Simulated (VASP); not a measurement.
Write the native input for VASP 6.6.1 that does the following.

```yaml
Task: relaxation of the atoms
Functional: PBEsol
Potentials_or_basis: VASP PAW PBE potentials, release 64 (Te, Cd)
Cutoff: 520 eV
k_mesh: 6 × 6 × 1
Occupations: gaussian, width 0.05 eV
Spin: no spin polarisation
Dipole_correction: yes
Further_INCAR_settings: ALGO = Normal; EDIFF = 1e-07; IBRION = 2; EDIFFG = -0.02; NSW = 80
```

The structure of CdTe lies in POSCAR:

```
CdTe
1.0
    4.5886584790      0.0000000000      0.0000000000
   -2.2943292395      3.9738948121      0.0000000000
    0.0000000000      0.0000000000     23.4299039080
Te Cd
3 3
Direct
    0.0000000000      0.0000000000      0.3201037456
    0.3333333333      0.6666666667      0.4800115273
    0.6666666667      0.3333333333      0.6399193090
    0.3333333333      0.6666666667      0.3600806910
    0.6666666667      0.3333333333      0.5199884727
    0.0000000000      0.0000000000      0.6798962544
```

One way to write it, as run:

INCAR

```
SYSTEM = CdTe
ALGO = Normal
DIPOL = 0.5 0.5 0.500
EDIFF = 1E-7
EDIFFG = -0.02
ENCUT = 520
GGA = PS
IBRION = 2
IDIPOL = 3
ISIF = 2
ISMEAR = 0
LASPH = .TRUE.
LCHARG = .FALSE.
LDIPOL = .TRUE.
LREAL = .FALSE.
LWAVE = .FALSE.
NELM = 60
NSW = 80
PREC = Accurate
SIGMA = 0.05
```

KPOINTS

```
k-points
0
G
  6 6 1
  0 0 0
```

Potentials or basis: VASP PAW PBE potentials, release 64 (Te, Cd).

The run is started by

```bash
$ cat potpaw_PBE.64/Te/POTCAR potpaw_PBE.64/Cd/POTCAR > POTCAR
$ mpirun -np 1 vasp_std > vasp.out
```

Results of the run:

```yaml
Energy_gained_by_relaxing: 30.1 meV/atom
Ionic_steps: 12
Largest_force_after_relaxing: 0.017 eV/Å
Band_gap_on_the_k_mesh: zero (filled and empty bands touch)
```

Caveat: the PAW data sets were made with another functional, which shifts forces and pressure a little; spin-orbit coupling is left out, which moves the levels of the heavy elements.

It took 44 min on 1 thread of Oxide Virtual Turin-like Processor, on a shared host, peak memory 0.59 GiB.
